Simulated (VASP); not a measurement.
# Yb (Fm-3m) in VASP: further runs

The runs below take Yb through single point, with r2SCAN.

Program: VASP 6.6.1. These are calculated values, not measurements. Logs are shortened: lines on timing, memory, paths and dates and some standing lists are left out, and cuts for length are marked.

**1. The cell of the first run**

Symmetry: Fm-3m, No. 225, cubic system. Conventional cell: a = 5.219 Å, b = 5.219 Å, c = 5.219 Å, α = 90.00°, β = 90.00°, γ = 90.00°. Yb (site symmetry m-3m) has 12 Yb at 3.69 Å within 4.8 Å.

**2. Single point, r2SCAN**

POSCAR

```
Yb
1.0
    0.0000000000      2.6096620394      2.6096620394
    2.6096620394      0.0000000000      2.6096620394
    2.6096620394      2.6096620394      0.0000000000
Yb
1
Direct
    0.0000000000      0.0000000000      0.0000000000
```

INCAR.step1

```
SYSTEM = Yb
PREC     = Accurate       ! precision mode
ENCUT    = 520            ! plane-wave cutoff, eV
ISMEAR   = 1              ! smearing method
SIGMA    = 1.0            ! smearing width, eV
LREAL    = .False.        ! projectors in reciprocal space
LASPH    = .True.         ! aspherical terms in the spheres
NELM     = 100            ! most SCF steps
NBANDS   = 18             ! bands
GGA      = PE             ! functional
ALGO     = Normal         ! electronic algorithm
EDIFF    = 1E-4           ! SCF threshold, eV
LWAVE    = .True.         ! write WAVECAR
LCHARG   = .False.        ! write CHGCAR
```

INCAR.step2

```
SYSTEM = Yb
PREC     = Accurate       ! precision mode
ENCUT    = 520            ! plane-wave cutoff, eV
EDIFF    = 1E-6           ! SCF threshold, eV
ISMEAR   = 1              ! smearing method
SIGMA    = 1.0            ! smearing width, eV
LREAL    = .False.        ! projectors in reciprocal space
LASPH    = .True.         ! aspherical terms in the spheres
NELM     = 100            ! most SCF steps
ALGO     = Normal         ! electronic algorithm
ISIF     = 2              ! what is computed and relaxed
LWAVE    = .False.        ! write WAVECAR
LCHARG   = .False.        ! write CHGCAR
METAGGA  = R2SCAN         ! meta-GGA
LMIXTAU  = .True.       
NBANDS   = 18             ! bands
ISTART   = 1
```

KPOINTS

```
regular mesh
0
Gamma
  10 10 10
  0 0 0
```

Potentials or basis: VASP PAW PBE potentials, release 64 (Yb).

Command:

```console
$ cat potpaw_PBE.64/Yb/POTCAR > POTCAR
$ cp INCAR.step1 INCAR
$ mpirun -np 1 vasp_std > vasp.out
$ cp INCAR.step2 INCAR
$ mpirun -np 1 vasp_std > vasp.out
```

OUTCAR:

```text
SYSTEM = Yb
   PREC = Accurate
   ENCUT = 520
   EDIFF = 1E-6
   ISMEAR = 1
   LREAL = .False.
   LASPH = .True.
   NELM = 100
   ISIF = 2
   METAGGA = R2SCAN
   ISTART = 1

 ion  position               nearest neighbor table
   1  0.000  0.000  0.000-

  LATTYP: Found a face centered cubic cell.
 ALAT       =     5.2193240788

  Lattice vectors:

 A1 = (   0.0000000000,   2.6096620394,   2.6096620394)
 A2 = (   2.6096620394,   0.0000000000,   2.6096620394)
 A3 = (   2.6096620394,   2.6096620394,   0.0000000000)

Analysis of symmetry for initial positions (statically):
=====================================================================
 Subroutine PRICEL returns:
 Original cell was already a primitive cell.

 Routine SETGRP: Setting up the symmetry group for a
 face centered cubic supercell.

 Subroutine GETGRP returns: Found 48 space group operations
 (whereof 48 operations were pure point group operations)
 out of a pool of 48 trial point group operations.

The static configuration has the point symmetry O_h .

Analysis of symmetry for dynamics (positions and initial velocities):
=====================================================================
 Subroutine PRICEL returns:
 Original cell was already a primitive cell.

 Routine SETGRP: Setting up the symmetry group for a
 face centered cubic supercell.

 Subroutine GETGRP returns: Found 48 space group operations
 (whereof 48 operations were pure point group operations)
 out of a pool of 48 trial point group operations.

The dynamic configuration has the point symmetry O_h .

 Subroutine INISYM returns: Found 48 space group operations
 (whereof 48 operations are pure point group operations),
 and found     1 'primitive' translations

----------------------------------------------------------------------------------------

                                     Primitive cell

  volume of cell :      35.5454

  direct lattice vectors                    reciprocal lattice vectors
     0.000000000  2.609662039  2.609662039    -0.191595690  0.191595690  0.191595690
     2.609662039  0.000000000  2.609662039     0.191595690 -0.191595690  0.191595690
     2.609662039  2.609662039  0.000000000     0.191595690  0.191595690 -0.191595690

  length of vectors
     3.690619449  3.690619449  3.690619449     0.331853470  0.331853470  0.331853470

  position of ions in fractional coordinates (direct lattice)
     0.000000000  0.000000000  0.000000000
[... 72 lines left out ...]
   LSORBIT =      F    spin-orbit coupling
   LASPH  =      T    aspherical Exc in radial PAW
   ENCUT  =  520.0 eV  38.22 Ry    6.18 a.u.   6.86  6.86  6.86*2*pi/ulx,y,z
   NELM   =    100;   NELMIN=  2; NELMDL=  0     # of ELM steps
   EDIFF  = 0.1E-05   stopping-criterion for ELM
   LREAL  =      F    real-space projection
   EDIFFG = 0.1E-04   stopping-criterion for IOM
   NSW    =      0    number of steps for IOM
   IBRION =     -1    ionic relax: 0-MD 1-quasi-New 2-CG
   NFREE  =      0    steps in history (QN), initial steepest desc. (CG)
   ISIF   =      2    stress and relaxation
   ISYM   =      2    0-nonsym 1-usesym 2-fastsym
   POTIM  = 0.5000    time-step for ionic-motion
   TEBEG  =    0.0;   TEEND  =   0.0 temperature during run
   PSTRESS=    0.0 pullay stress
   NELECT =      24.0000    total number of electrons
   NUPDOWN=      -1.0000    fix difference up-down
   EMIN   =  10.00;   EMAX   =-10.00  energy-range for DOS
   EFERMI =   0.00;   METHOD = LEGACY
   ISMEAR =     1;   SIGMA  =   1.00  broadening in eV -4-tet -1-fermi 0-gaus
   EFERMI_NEDOS =   21; number of points for ismear=-14 and -15
   IALGO  =     38    algorithm
   IMIX   =      4    mixing-type and parameters
     AMIX     =   0.40;   BMIX     =  1.00
     AMIX_MAG =   1.60;   BMIX_MAG =  1.00
  volume/ion in A,a.u.               =      35.55       239.87
  Fermi-wavevector in a.u.,A,eV,Ry     =   1.436209  2.714041 28.064687  2.062696
  Thomas-Fermi vector in A             =   2.555423
   LORBIT       =      0    0 simple, 1 ext, 2 COOP (PROOUT), +10 PAW based schemes
   METAGGA = R2SCAN    functional components
   LHFCALC =     F    Hartree Fock is set to
   AEXX    =    0.0000 exact exchange contribution
   IVDW    =     0    specifies the selected vdW correction
   LEPSILON=     F    determine dielectric tensor
   LRPA    =     F    only Hartree local field effects (RPA)
 non-spin polarized calculation
 Methfessel and Paxton  Order N= 1 SIGMA  =   1.00
  energy-cutoff  :      520.00
  volume of cell :       35.55
 maximum number of plane-waves:       982
   NGX = 13   NGY = 13   NGZ = 13

 number of electron      24.0000014 magnetization

 Free energy of the ion-electron system (eV)
  ---------------------------------------------------
  ext. energy  EPLUGINS =         0.00000000
  ---------------------------------------------------
  free energy    TOTEN  =       -35.19405093 eV

  energy without entropy =      -35.41281986  energy(sigma->0) =      -35.26697391

 E-fermi :   1.5690     XC(G=0): -10.2203

 val. band max:        1.4369337220   @ k =  -0.3000   0.4000   0.2000
 cond. band min:       1.6001981939   @ k =  -0.4000   0.2000   0.1000
 fundamental gap:      0.1632644719
 Fermi energy:         1.5689773152

 k-point     1 :       0.0000    0.0000    0.0000
  band No.  band energies     occupation
      1     -52.0404      2.00000
      2     -23.5413      2.00000
      3     -23.5411      2.00000
      4     -23.5411      2.00000
      5      -3.8581      2.00000
      6       0.7088      2.00777
[... 481 lines left out ...]
      5      -0.5531      2.01057
      6       0.7560      1.98658
[... 10 lines left out ...]
     17       8.3344     -0.00000
     18      10.9211     -0.00000

 [... further k-points ...]

------------------------ aborting loop because EDIFF is reached ----------------------------------------

  FORCE on cell =-STRESS in cart. coord.  units (eV):
  Direction    XX          YY          ZZ          XY          YZ          ZX
  --------------------------------------------------------------------------------------
  -------------------------------------------------------------------------------------
  Total        0.1787011      0.1787011      0.1787011      0.0000000      0.0000000      0.0000000
  in kB        8.0548067      8.0548067      8.0548067      0.0000000      0.0000000      0.0000000
  external PRESSURE =       8.0548067 kB  Pullay stress =       0.0000000 kB

 VOLUME and BASIS-vectors are now :
 -----------------------------------------------------------------------------
  energy-cutoff  :      520.00
  volume of cell :       35.55
      direct lattice vectors                 reciprocal lattice vectors
     0.000000000  2.609662039  2.609662039    -0.191595690  0.191595690  0.191595690
     2.609662039  0.000000000  2.609662039     0.191595690 -0.191595690  0.191595690
     2.609662039  2.609662039  0.000000000     0.191595690  0.191595690 -0.191595690

 POSITION                                       TOTAL-FORCE (eV/Angst)
 -----------------------------------------------------------------------------------
      0.00000      0.00000      0.00000        -0.000000      0.000000      0.000000
 -----------------------------------------------------------------------------------
    total drift:                               -0.000000      0.000000      0.000000

  FREE ENERGIE OF THE ION-ELECTRON SYSTEM (eV)
  ---------------------------------------------------
  free  energy   TOTEN  =       -35.1940509263 eV

  energy  without entropy=      -35.4128198642  energy(sigma->0) =      -35.26697391
```

OSZICAR.step1:

```text
N       E                     dE             d eps       ncg     rms          rms(c)
DAV:   1     0.114799330919E+03    0.11480E+03   -0.87042E+03  2152   0.893E+03
DAV:   2     0.117750415779E+02   -0.10302E+03   -0.10000E+03  2126   0.547E+02
DAV:   3    -0.109235539333E+01   -0.12867E+02   -0.12682E+02  2536   0.115E+02
[... 12 lines left out ...]
DAV:  16    -0.322561590251E+01   -0.51947E-03   -0.10853E-03  2790   0.689E-01    0.184E+01
DAV:  17    -0.322528741881E+01    0.32848E-03   -0.45276E-04  2562   0.337E-01    0.603E+00
DAV:  18    -0.322469559624E+01    0.59182E-03   -0.32948E-04  1656   0.673E-01    0.349E-01
DAV:  19    -0.322458314454E+01    0.11245E-03   -0.10439E-04  1260   0.329E-01    0.249E-01
DAV:  20    -0.322456667887E+01    0.16466E-04   -0.66665E-05  1300   0.163E-01
   1 F= -.32245667E+01 E0= -.33008068E+01  d E =0.228720E+00
```

It took 6 min on 1 thread of AMD EPYC 7R43 (Zen 3), shared host; peak memory 0.16 GiB.

Results:

* Free energy: -35.1941 eV
* Pressure: 0.8 GPa
* Band gap on the k mesh: zero (bands 12 and 13 overlap by 0.02 eV)

Caveat: so wide a smearing shifts energies and pressures; the PAW data sets were made with another functional, which shifts forces and pressure a little; spin-orbit coupling is left out, which moves the levels of the heavy elements.

**3. Single point, r2SCAN**

POSCAR is that of step 2.

INCAR.step1

```
SYSTEM = Yb
  PREC = Accurate
  ENCUT = 520
  ISMEAR = 1
  SIGMA = 0.1
  LREAL = .FALSE.
  LASPH = .TRUE.
  NELM = 60
  NBANDS = 18
  GGA = PE
  ALGO = Normal
  EDIFF = 1E-4
  LWAVE = .TRUE.
  LCHARG = .FALSE.
```

INCAR.step2

```
SYSTEM = Yb
  PREC = Accurate
  ENCUT = 520
  EDIFF = 1E-6
  ISMEAR = 1
  SIGMA = 0.1
  LREAL = .FALSE.
  LASPH = .TRUE.
  NELM = 60
  ALGO = Normal
  ISIF = 2
  LWAVE = .FALSE.
  LCHARG = .FALSE.
  METAGGA = R2SCAN
  LMIXTAU = .TRUE.
  NBANDS = 18
  ISTART = 1
```

KPOINTS

```
Automatic mesh
0
G
  10 10 10
  0 0 0
```

Potentials or basis: VASP PAW PBE potentials, release 64 (Yb).

Command:

```console
$ cat potpaw_PBE.64/Yb/POTCAR > POTCAR
$ cp INCAR.step1 INCAR
$ mpirun -np 1 vasp_std > vasp.out
$ cp INCAR.step2 INCAR
$ mpirun -np 1 vasp_std > vasp.out
```

Wall time 9.3 min (1 thread of AMD EPYC 7R43 (Zen 3), shared host); peak memory 0.16 GiB.

Results (log left out):

- Free energy: -35.5310 eV
- Pressure: -0.3 GPa

Levels at points of the mesh, in eV from the Fermi level:
```csv
k point,band 9,band 10,band 11,band 12,band 13,band 14,band 15,band 16
"(0.00, 0.00, 0.00)",-0.35,-0.30,-0.30,-0.30,3.19,3.19,3.19,5.41
"(0.50, 0.00, 0.00)",-0.38,-0.30,-0.27,-0.27,0.28,2.91,2.91,6.99
"(0.50, 0.50, 0.00)",-0.36,-0.28,-0.28,-0.26,0.16,1.73,7.01,7.46
```

Caveat: the PAW data sets were made with another functional, which shifts forces and pressure a little; spin-orbit coupling is left out, which moves the levels of the heavy elements. Spin polarisation is off, so any magnetic state and its effect on volume and gap are missing.

**4. Single point, r2SCAN**

POSCAR is that of step 3.

INCAR.step1

```
  PREC = Accurate
  ENCUT = 520
  ISMEAR = 1
  SIGMA = 0.2
  LREAL = F
  LASPH = T
  NELM = 100
  NBANDS = 18
  GGA = PE
  ALGO = Normal
  EDIFF = 1E-4
  LWAVE = T
  LCHARG = F
```

INCAR.step2

```
  PREC = Accurate
  ENCUT = 520
  EDIFF = 1E-6
  ISMEAR = 1
  SIGMA = 0.2
  LREAL = F
  LASPH = T
  NELM = 100
  ALGO = Normal
  ISIF = 2
  LWAVE = F
  LCHARG = F
  METAGGA = R2SCAN
  LMIXTAU = T
  NBANDS = 18
  ISTART = 1
```

KPOINTS

```
regular mesh
0
Gamma
  10 10 10
```

Command:

```console
$ cat potpaw_PBE.64/Yb/POTCAR > POTCAR
$ cp INCAR.step1 INCAR
$ mpirun -np 1 vasp_std > vasp.out
$ cp INCAR.step2 INCAR
$ mpirun -np 1 vasp_std > vasp.out
```

It took 13 min on 1 thread of AMD EPYC 7R43 (Zen 3), shared host; peak memory 0.17 GiB.

Results (log left out):

```yaml
Free_energy: -35.4876 eV
Pressure: -0.8 GPa
```

Levels at points of the mesh, in eV from the Fermi level:
| k point | band 8 | band 9 | band 10 | band 11 | band 12 | band 13 | band 14 | band 15 | band 16 | band 17 |
| --- | --- | --- | --- | --- | --- | --- | --- | --- | --- | --- |
| (0.00, 0.00, 0.00) | -0.24 | -0.24 | -0.22 | -0.22 | -0.22 | 3.26 | 3.26 | 3.26 | 5.49 | 5.49 |
| (0.50, 0.00, 0.00) | -0.32 | -0.24 | -0.23 | -0.14 | -0.14 | 0.36 | 2.99 | 2.99 | 7.06 | 7.06 |
| (0.50, 0.50, 0.00) | -0.33 | -0.23 | -0.15 | -0.15 | -0.10 | 0.23 | 1.80 | 7.09 | 7.53 | 7.53 |

Caveat: the PAW data sets were made with another functional, which shifts forces and pressure a little; spin-orbit coupling is left out, which moves the levels of the heavy elements. Spin polarisation is off, so any magnetic state and its effect on volume and gap are missing.

**5. The runs side by side**

| smearing | pressure (GPa) |
| --- | --- |
| methfessel-paxton 1 eV | 0.8 |
| methfessel-paxton 0.1 eV | -0.3 |
| methfessel-paxton 0.2 eV | -0.8 |

Alike in all rows: task single point; level r2SCAN; potentials or basis VASP PAW PBE potentials, release 64 (Yb); no spin polarisation; cell as given; k mesh 10 × 10 × 10; cutoff (eV) 520.

Caveats: the PAW data sets were made with another functional, which shifts forces and pressure a little; spin-orbit coupling is left out, which moves the levels of the heavy elements; so wide a smearing shifts energies and pressures (at least some runs).

Total energies depend on the potentials used, so only differences within one code and one set of settings carry meaning.

The gap in the log of VASP goes by the Fermi energy; the results here count the filled bands.